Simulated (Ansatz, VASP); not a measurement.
# SnO: VASP beside Ansatz

INCAR

```
ALGO = Normal
EDIFF = 1E-7
ENCUT = 520
GGA = PE
ISIF = 2
ISMEAR = -1
LASPH = T
LCHARG = F
LREAL = F
LWAVE = F
NBANDS = 17
NELM = 100
PREC = Accurate
SIGMA = 0.02
```

The input KPOINTS:

```
k-points
0
Gamma
  8 8 8
```

File POSCAR:

```
SnO
1.0
    0.0000000000      2.7082147171      2.7082147171
    2.7082147171      0.0000000000      2.7082147171
    2.7082147171      2.7082147171      0.0000000000
Sn O
1 1
Direct
    0.0000000000      0.0000000000      0.0000000000
    0.2500000000      0.2500000000      0.2500000000
```

Input for Ansatz:

```yaml
crystal:
  lattice:
    - [0.0, 2.7082147171, 2.7082147171]
    - [2.7082147171, 0.0, 2.7082147171]
    - [2.7082147171, 2.7082147171, 0.0]
  atoms:
    - { symbol: Sn, position: [0.0, 0.0, 0.0] }
    - { symbol: O, position: [0.25, 0.25, 0.25] }
kpoints:
  mp_grid: { grid: [8, 8, 8] }
  band_path:
    path:
      - [0.0, 0.0, 0.0]
      - [-0.5, -0.5, 0.0]
      - [-0.375, -0.375, 0.25]
      - [-0.375, 0.0, 0.375]
      - [0.0, 0.0, 0.5]
      - [-0.5, -0.25, 0.25]
      - [-0.5, -0.4, 0.1]
    npoints: 1
hamiltonian:
  xc: pbe
scf:
  occupations: { method: fermi_dirac, width: 0.02 }
  n_extra_bands: 4
output:
  forces: true
  stress: true
  eigenvalues: true
```

Alike in both runs: task single point; functional PBE; k mesh 8 × 8 × 8; occupations fermi-dirac, width 0.02 eV; no spin polarisation.

```csv
,VASP,Ansatz
version,VASP 6.6.1,Ansatz 0.2.0
potentials or method,"VASP PAW PBE potentials, release 64 (Sn_d, O)","plane waves, PAW"
plane-wave cutoff (eV),520,420
valence electrons in the cell,20,20
```

```csv
,VASP,Ansatz,Ansatz less VASP
pressure (GPa),2.4,2.4,-0.03
```
